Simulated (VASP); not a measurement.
# Ca (Im-3m) in VASP: single point with LDA

Aim: the single point of Ca with LDA.

All numbers are computed with VASP 6.6.1; they aren't measurements. Logs are shortened: lines on timing, memory, paths and dates and some standing lists are left out, and cuts for length are marked.

**1. The cell of the first run**

Symmetry: Im-3m, No. 229, cubic system. Conventional cell: a = 4.480 Å, b = 4.480 Å, c = 4.480 Å, α = 90.00°, β = 90.00°, γ = 90.00°. Ca (site symmetry m-3m) has 14 Ca at 3.88 to 4.48 Å within 5.1 Å.

This isn't the form of Ca at room conditions, which is fcc.

**2. Single point, LDA**

Input file INCAR:

```
PREC = Accurate
ENCUT = 500
EDIFF = 1E-6
ISMEAR = -1
SIGMA = 0.05
LREAL = False
LASPH = True
NELM = 120
ALGO = Normal
ISIF = 2
LWAVE = False
LCHARG = False
GGA = CA
NBANDS = 11
GGA_COMPAT = False
```

Input file KPOINTS:

```
Automatic mesh
0
Gamma
  13 13 13
```

Input file POSCAR:

```
Ca
1.0
    3.8797940304     -0.0000000215     -0.0000000372
   -1.2932646565      3.6579048985     -0.0000000372
   -1.2932646565     -1.8289523955      3.1678385977
Ca
1
Direct
    0.0000000000      0.0000000000      0.0000000000
```

Potentials or basis: VASP PAW LDA potentials, release 64 (Ca_sv).

The run is started by

```sh
$ cat potpaw_LDA.64/Ca_sv/POTCAR > POTCAR
$ mpirun -np 1 vasp_std > vasp.out
```

OUTCAR:

```text
PREC = Accurate
   ENCUT = 500
   EDIFF = 1E-6
   ISMEAR = -1
   LREAL = False
   LASPH = True
   NELM = 120
   ISIF = 2
   GGA = CA

 ion  position               nearest neighbor table
   1  0.000  0.000  0.000-

  LATTYP: Found a body centered cubic cell.
 ALAT       =     4.4800002556

  Lattice vectors:

 A1 = (   3.8797940304,  -0.0000000215,  -0.0000000372)
 A2 = (  -1.2932646565,   3.6579048985,  -0.0000000372)
 A3 = (  -1.2932646565,  -1.8289523955,   3.1678385977)

Analysis of symmetry for initial positions (statically):
=====================================================================
 Subroutine PRICEL returns:
 Original cell was already a primitive cell.

 Routine SETGRP: Setting up the symmetry group for a
 body centered cubic supercell.

 Subroutine GETGRP returns: Found 48 space group operations
 (whereof 48 operations were pure point group operations)
 out of a pool of 48 trial point group operations.

The static configuration has the point symmetry O_h .

Analysis of symmetry for dynamics (positions and initial velocities):
=====================================================================
 Subroutine PRICEL returns:
 Original cell was already a primitive cell.

 Routine SETGRP: Setting up the symmetry group for a
 body centered cubic supercell.

 Subroutine GETGRP returns: Found 48 space group operations
 (whereof 48 operations were pure point group operations)
 out of a pool of 48 trial point group operations.

The dynamic configuration has the point symmetry O_h .

 Subroutine INISYM returns: Found 48 space group operations
 (whereof 48 operations are pure point group operations),
 and found     1 'primitive' translations

----------------------------------------------------------------------------------------

                                     Primitive cell

  volume of cell :      44.9577

  direct lattice vectors                    reciprocal lattice vectors
     3.879794030 -0.000000022 -0.000000037     0.257745643  0.091126846  0.157836322
    -1.293264657  3.657904899 -0.000000037     0.000000003  0.273380538  0.157836322
    -1.293264657 -1.828952395  3.167838598     0.000000003  0.000000004  0.315672652

  length of vectors
     3.879794030  3.879794030  3.879794030     0.315672652  0.315672652  0.315672652

  position of ions in fractional coordinates (direct lattice)
     0.000000000  0.000000000  0.000000000

  ion indices of the primitive-cell ions
   primitive index   ion index
                 1           1

----------------------------------------------------------------------------------------

 KPOINTS: Automatic mesh

Automatic generation of k-mesh.
 Grid dimensions read from file:
 generate k-points for:   13   13   13

 Generating k-lattice:

  Cartesian coordinates                     Fractional coordinates (reciprocal lattice)
     0.019826588  0.007009757  0.012141256     0.076923077 -0.000000000 -0.000000000
     0.000000000  0.021029272  0.012141256     0.000000000  0.076923077 -0.000000000
     0.000000000  0.000000000  0.024282512     0.000000000 -0.000000000  0.076923077

  Length of vectors
     0.024282512  0.024282512  0.024282512

  Shift w.r.t. Gamma in fractional coordinates (k-lattice)
     0.000000000  0.000000000  0.000000000

 Subroutine IBZKPT returns following result:
 ===========================================

 Found     84 irreducible k-points:

 Following reciprocal coordinates:
            Coordinates               Weight
  0.000000  0.000000  0.000000      1.000000
  0.076923 -0.000000  0.000000     12.000000
  0.153846  0.000000  0.000000     12.000000
  0.230769 -0.000000 -0.000000     12.000000
  0.307692  0.000000  0.000000     12.000000
  0.384615  0.000000  0.000000     12.000000
[... 16 lines left out ...]
  0.153846  0.076923  0.076923     24.000000
  0.230769  0.076923  0.076923     24.000000
 [... further k-points ...]
   k-points           NKPTS =     84   k-points in BZ     NKDIM =     84   number of bands    NBANDS=     11
   number of dos      NEDOS =    301   number of ions     NIONS =      1
   total plane-waves  NPLWV =  21952
   dimension x,y,z NGX =    28 NGY =   28 NGZ =   28
   dimension x,y,z NGXF=    56 NGYF=   56 NGZF=   56
   ions per type =               1
   NGX,Y,Z   is equivalent  to a cutoff of  12.00, 12.00, 12.00 a.u.
   NGXF,Y,Z  is equivalent  to a cutoff of  24.00, 24.00, 24.00 a.u.
 SYSTEM =  unknown system
   PREC   = accura    normal or accurate (medium, high low for compatibility)
   ISTART =      0    job   : 0-new  1-cont  2-samecut
   ICHARG =      2    charge: 1-file 2-atom 10-const
   ISPIN  =      1    spin polarized calculation?
   LNONCOLLINEAR =      F non collinear calculations
   LSORBIT =      F    spin-orbit coupling
   LASPH  =      T    aspherical Exc in radial PAW
   ENCUT  =  500.0 eV  36.75 Ry    6.06 a.u.   7.07  7.07  7.07*2*pi/ulx,y,z
   NELM   =    120;   NELMIN=  2; NELMDL= -5     # of ELM steps
   EDIFF  = 0.1E-05   stopping-criterion for ELM
   LREAL  =      F    real-space projection
   EDIFFG = 0.1E-04   stopping-criterion for IOM
   NSW    =      0    number of steps for IOM
   IBRION =     -1    ionic relax: 0-MD 1-quasi-New 2-CG
   NFREE  =      0    steps in history (QN), initial steepest desc. (CG)
   ISIF   =      2    stress and relaxation
   ISYM   =      2    0-nonsym 1-usesym 2-fastsym
   POTIM  = 0.5000    time-step for ionic-motion
   TEBEG  =    0.0;   TEEND  =   0.0 temperature during run
   PSTRESS=    0.0 pullay stress
   NELECT =      10.0000    total number of electrons
   NUPDOWN=      -1.0000    fix difference up-down
   EMIN   =  10.00;   EMAX   =-10.00  energy-range for DOS
   EFERMI =   0.00;   METHOD = LEGACY
   ISMEAR =    -1;   SIGMA  =   0.05  broadening in eV -4-tet -1-fermi 0-gaus
   EFERMI_NEDOS =   21; number of points for ismear=-14 and -15
   IALGO  =     38    algorithm
   IMIX   =      4    mixing-type and parameters
     AMIX     =   0.40;   BMIX     =  1.00
     AMIX_MAG =   1.60;   BMIX_MAG =  1.00
  volume/ion in A,a.u.               =      44.96       303.39
  Fermi-wavevector in a.u.,A,eV,Ry     =   0.991913  1.874443 13.386647  0.983891
  Thomas-Fermi vector in A             =   2.123688
   LORBIT       =      0    0 simple, 1 ext, 2 COOP (PROOUT), +10 PAW based schemes
   GGA     = CA    functional components
   LHFCALC =     F    Hartree Fock is set to
   AEXX    =    0.0000 exact exchange contribution
   IVDW    =     0    specifies the selected vdW correction
   LEPSILON=     F    determine dielectric tensor
   LRPA    =     F    only Hartree local field effects (RPA)
 non-spin polarized calculation
  energy-cutoff  :      500.00
  volume of cell :       44.96
 maximum number of plane-waves:      1157
   NGX = 15   NGY = 15   NGZ = 15

 number of electron      10.0000000 magnetization

 number of electron       9.9999997 magnetization

 Free energy of the ion-electron system (eV)
  ---------------------------------------------------
  ext. energy  EPLUGINS =         0.00000000
  ---------------------------------------------------
  free energy    TOTEN  =        -2.13633685 eV

  energy without entropy =       -2.12188377  energy(sigma->0) =       -2.12911031

 E-fermi :   1.6082     XC(G=0):  -7.7619

 val. band max:        1.6036439646   @ k =  -0.3846  -0.3846   0.0769
 cond. band min:       1.6094953670   @ k =  -0.4615  -0.4615   0.2308
 fundamental gap:      0.0058514024
 Fermi energy:         1.6082124670

 k-point     1 :       0.0000    0.0000    0.0000
  band No.  band energies     occupation
      1     -40.1705      2.00000
      2     -21.3847      2.00000
      3     -21.3847      2.00000
      4     -21.3847      2.00000
      5      -2.3593      2.00000
      6       3.6591      0.00000
      7       3.6591      0.00000
      8       3.6591      0.00000
      9       4.6582      0.00000
     10       4.6582      0.00000
     11      11.5643      0.00000

 k-point     2 :       0.0769   -0.0000    0.0000
  band No.  band energies     occupation
      1     -40.1698      2.00000
      2     -21.3915      2.00000
      3     -21.3870      2.00000
      4     -21.3847      2.00000
      5      -2.2571      2.00000
      6       3.5997      0.00000
      7       3.6241      0.00000
      8       3.7343      0.00000
      9       4.5886      0.00000
     10       4.6603      0.00000
     11      11.3973      0.00000

 k-point     3 :       0.1538    0.0000    0.0000
  band No.  band energies     occupation
      1     -40.1679      2.00000
      2     -21.4101      2.00000
      3     -21.3933      2.00000
      4     -21.3846      2.00000
      5      -1.9564      2.00000
      6       3.4429      0.00000
      7       3.4636      0.00000
      8       3.9548      0.00000
      9       4.4801      0.00000
     10       4.6723      0.00000
     11      10.5650      0.00000

 k-point     4 :       0.2308   -0.0000   -0.0000
  band No.  band energies     occupation
      1     -40.1653      2.00000
      2     -21.4362      2.00000
      3     -21.4022      2.00000
      4     -21.3845      2.00000
      5      -1.4746      2.00000
      6       3.1230      0.00000
      7       3.2387      0.00000
      8       4.3041      0.00000
      9       4.4702      0.00000
     10       4.7053      0.00000
     11       9.2508      0.00000
[... 239 lines left out ...]
 k-point    22 :       0.0769    0.0769    0.0769
  band No.  band energies     occupation
      1     -40.1669      2.00000
      2     -21.4234      2.00000
      3     -21.3896      2.00000
      4     -21.3896      2.00000
      5      -1.7602      2.00000
      6       3.3075      0.00000
      7       3.3075      0.00000
      8       4.1549      0.00000
      9       4.5887      0.00000
     10       4.5887      0.00000
     11      10.5454      0.00000

 k-point    23 :       0.1538    0.0769    0.0769
  band No.  band energies     occupation
      1     -40.1645      2.00000
      2     -21.4455      2.00000
      3     -21.3987      2.00000
      4     -21.3899      2.00000
      5      -1.2860      2.00000
      6       3.0055      0.00000
      7       3.0788      0.00000
      8       4.5124      0.00000
      9       4.5610      0.00000
     10       4.6907      0.00000
     11       9.2405      0.00000

 k-point    24 :       0.2308    0.0769    0.0769
  band No.  band energies     occupation
      1     -40.1620      2.00000
      2     -21.4668      2.00000
      3     -21.4104      2.00000
      4     -21.3903      2.00000
      5      -0.6641      2.00000
      6       2.6171      0.00000
      7       2.8782      0.00000
      8       4.5957      0.00000
      9       4.7787      0.00000
     10       4.9462      0.00000
     11       7.8766      0.00000

 [... further k-points ...]

------------------------ aborting loop because EDIFF is reached ----------------------------------------

  FORCE on cell =-STRESS in cart. coord.  units (eV):
  Direction    XX          YY          ZZ          XY          YZ          ZX
  --------------------------------------------------------------------------------------
  -------------------------------------------------------------------------------------
  Total       -0.6969309     -0.6969309     -0.6969309     -0.0000000     -0.0000000     -0.0000000
  in kB      -24.8368314    -24.8368314    -24.8368314     -0.0000000     -0.0000000     -0.0000000
  external PRESSURE =     -24.8368314 kB  Pullay stress =       0.0000000 kB

 VOLUME and BASIS-vectors are now :
 -----------------------------------------------------------------------------
  energy-cutoff  :      500.00
  volume of cell :       44.96
      direct lattice vectors                 reciprocal lattice vectors
     3.879794030 -0.000000022 -0.000000037     0.257745643  0.091126846  0.157836322
    -1.293264657  3.657904899 -0.000000037     0.000000003  0.273380538  0.157836322
    -1.293264657 -1.828952395  3.167838598     0.000000003  0.000000004  0.315672652

 POSITION                                       TOTAL-FORCE (eV/Angst)
 -----------------------------------------------------------------------------------
      0.00000      0.00000      0.00000         0.000000     -0.000000      0.000000
 -----------------------------------------------------------------------------------
    total drift:                               -0.000000      0.000000     -0.000000

  FREE ENERGIE OF THE ION-ELECTRON SYSTEM (eV)
  ---------------------------------------------------
  free  energy   TOTEN  =        -2.1363368504 eV

  energy  without entropy=       -2.1218837667  energy(sigma->0) =       -2.12911031
```

Run time: 35 s. Hardware: 1 thread of Intel Xeon 8259CL, shared host; peak memory 0.16 GiB.

Results:

```
Free energy            : -2.1363 eV
Pressure               : -2.5 GPa
Band gap on the k mesh : zero (bands 5 and 6 overlap by 0.20 eV)
```
